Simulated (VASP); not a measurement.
A run of VASP 6.6.1 is set up as follows.

The input INCAR:

```
SYSTEM = GaP
PREC     = Accurate       ! precision mode
ENCUT    = 500            ! plane-wave cutoff, eV
EDIFF    = 1E-6           ! SCF threshold, eV
ISMEAR   = 0              ! smearing method
SIGMA    = 0.02           ! smearing width, eV
LREAL    = .FALSE.        ! projectors in reciprocal space
LASPH    = .TRUE.         ! aspherical terms in the spheres
NELM     = 120            ! most SCF steps
ALGO     = Normal         ! electronic algorithm
ISIF     = 2              ! what is computed and relaxed
LWAVE    = .FALSE.        ! write WAVECAR
LCHARG   = .FALSE.        ! write CHGCAR
GGA      = PE             ! functional
NBANDS   = 16             ! bands
GGA_COMPAT= .FALSE.
```

KPOINTS

```
regular mesh
0
G
  8 8 8
  0 0 0
```

Contents of POSCAR:

```
GaP
1.0
    0.0000000000      2.7533029097      2.7533029097
    2.7533029097      0.0000000000      2.7533029097
    2.7533029097      2.7533029097      0.0000000000
Ga P
1 1
Direct
    0.0000000000      0.0000000000      0.0000000000
    0.2500000000      0.2500000000      0.2500000000
```

Potentials or basis: VASP PAW PBE potentials, release 64 (Ga_d, P).

Run with:

```bash
$ cat potpaw_PBE.64/Ga_d/POTCAR potpaw_PBE.64/P/POTCAR > POTCAR
$ mpirun -np 1 vasp_std > vasp.out
```

Question: Predict the pressure.

Answer: -0.1 GPa.

Question: What does it give for the band gap on the k mesh?

Answer: 1.57 eV, direct.

A k mesh can miss the band edges. A hybrid or GW would open this gap; PBE tends to underestimate it.
